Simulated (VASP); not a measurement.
Input of a VASP 6.6.1 run:

File INCAR:

```
SYSTEM = ZnS
  PREC = Accurate
  ENCUT = 520
  EDIFF = 1E-8
  ISMEAR = -1
  SIGMA = 0.01
  LREAL = .False.
  LASPH = .True.
  NELM = 60
  ALGO = Normal
  ISIF = 2
  LWAVE = .False.
  LCHARG = .False.
  GGA = PS
  LEFG = .True.
  NBANDS = 16
```

Contents of KPOINTS:

```
regular mesh
0
Gamma
  8 8 8
  0 0 0
```

The input POSCAR:

```
ZnS
1.0
    0.0000000000      2.7225621114      2.7225621114
    2.7225621114      0.0000000000      2.7225621114
    2.7225621114      2.7225621114      0.0000000000
Zn S
1 1
Direct
    0.0000000000      0.0000000000      0.0000000000
    0.7500000000      0.7500000000      0.7500000000
```

Potentials or basis: VASP PAW PBE potentials, release 64 (Zn, S).

Launch:

```console
$ cat potpaw_PBE.64/Zn/POTCAR potpaw_PBE.64/S/POTCAR > POTCAR
$ mpirun -np 1 vasp_std > vasp.out
```

**Question.** Estimate the band gap on the k mesh.

**Answer.** 1.88 eV, direct.

**Question.** What does it give for the pressure?

**Answer.** -3.3 GPa.

Caveat: without QUAD_EFG the Cq values of the log hold for a quadrupole moment of 1 mb, not for the nuclei; the PAW data sets were made with another functional, which shifts forces and pressure a little.
